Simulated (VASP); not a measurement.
The system is Hg2O.

```xyz
3
Lattice="3.5010 0.0000 0.0000 0.3965 4.6016 0.0000 1.6593 2.0233 4.5513" Properties=species:S:1:pos:R:3 pbc="T T T"
Hg    3.2602    2.2056    1.9176
Hg    1.3280    3.7286    2.6471
O     2.1608    5.3919    2.8161
```

| Item | Value |
| --- | --- |
| Program | VASP 6.6.1 |
| Task | relaxation of cell and atoms |
| Functional | PBE |
| Potentials or basis | VASP PAW PBE potentials, release 64 (Hg, O) |
| Cutoff | 600 eV |
| k mesh | 4 × 3 × 3 |
| Occupations | gaussian, width 0.15 eV |
| Spin | no spin polarisation |

At the start: pressure 24.2 GPa; volume 24.44 Å³/atom.

Problem. How do energy, volume and symmetry change on relaxing?

Solution. Over 36 steps the energy falls by 854.5 meV/atom and the volume is 23.84 Å³/atom (-2.4 %); space group P1 (No. 1, to 0.05 Å).

The path:
| step | energy change (eV) | largest force (eV/Å) | pressure (GPa) | volume (Å³) |
| --- | --- | --- | --- | --- |
| 1 | 0.0000 | 6.5320 | 24.20 | 73.32 |
| 2 | -0.4476 | 1.2048 | -5.85 | 116.60 |
| 3 | -0.8044 | 1.0510 | -5.60 | 108.66 |
| 4 | -1.0999 | 0.9908 | -5.28 | 102.45 |
| 5 | -1.7140 | 1.0773 | -1.38 | 87.39 |
| 6 | -1.6814 | 1.2416 | 2.92 | 82.24 |
| 7 | -1.7317 | 1.0948 | -0.20 | 85.62 |
| 8 | -1.7322 | 1.1021 | 0.11 | 85.21 |
| 9 | -1.8949 | 0.8404 | -0.49 | 86.01 |
| 10 | -2.0547 | 0.8314 | -0.43 | 87.05 |
| 11 | -2.1014 | 2.2900 | 1.21 | 88.10 |
| 12 | -2.1244 | 1.6138 | 0.50 | 87.86 |
| 13 | -2.2299 | 0.7147 | -1.27 | 89.22 |
| 14 | -2.2420 | 0.6539 | -2.00 | 89.88 |
| 15 | -2.3017 | 0.6535 | -0.92 | 87.38 |
| 16 | -2.3333 | 0.9570 | 1.00 | 83.71 |
| 17 | -2.3764 | 0.7567 | 0.77 | 82.80 |
| 18 | -2.4603 | 0.4065 | 0.08 | 80.01 |
| 19 | -2.3909 | 1.0655 | -0.63 | 74.10 |
| 20 | -2.4710 | 0.5175 | -0.26 | 78.36 |
| 21 | -2.4828 | 0.3294 | -0.26 | 77.85 |
| 22 | -2.4899 | 0.2793 | -0.18 | 77.01 |
| 23 | -2.4951 | 0.2655 | -0.08 | 76.61 |
| 24 | -2.5079 | 0.2238 | 0.20 | 75.38 |
| 25 | -2.5196 | 0.1797 | 0.75 | 72.93 |
| 26 | -2.5257 | 0.1214 | 0.06 | 73.13 |
| 27 | -2.5269 | 0.1178 | -0.41 | 73.27 |
| 28 | -2.5332 | 0.1629 | -0.31 | 73.03 |
| 29 | -2.5393 | 0.3817 | -0.11 | 72.56 |
| 30 | -2.5493 | 0.1549 | 0.11 | 72.16 |
| 31 | -2.5521 | 0.1908 | 0.33 | 71.80 |
| 32 | -2.5575 | 0.1610 | -0.19 | 71.94 |
| 33 | -2.5578 | 0.1873 | -0.35 | 71.98 |
| 34 | -2.5621 | 0.1179 | 0.09 | 71.49 |
| 35 | -2.5621 | 0.1102 | 0.08 | 71.50 |
| 36 | -2.5636 | 0.0548 | 0.03 | 71.53 |

Final structure:
```
Hg O
1.0
     3.69911   -0.29403   -0.33266
     0.04741    5.69247   -0.33763
     1.14996    2.36318    3.14759
Hg O
2 1
Direct
  0.68683 0.19207 0.53934
  0.06367 0.60230 0.52968
  0.21062 0.95392 0.55265
```

Caveat: the k points lie up to 0.62 Å⁻¹ apart in the final cell; the relaxation stopped at a loose force limit of 0.08 eV/Å, so its end isn't a converged minimum.
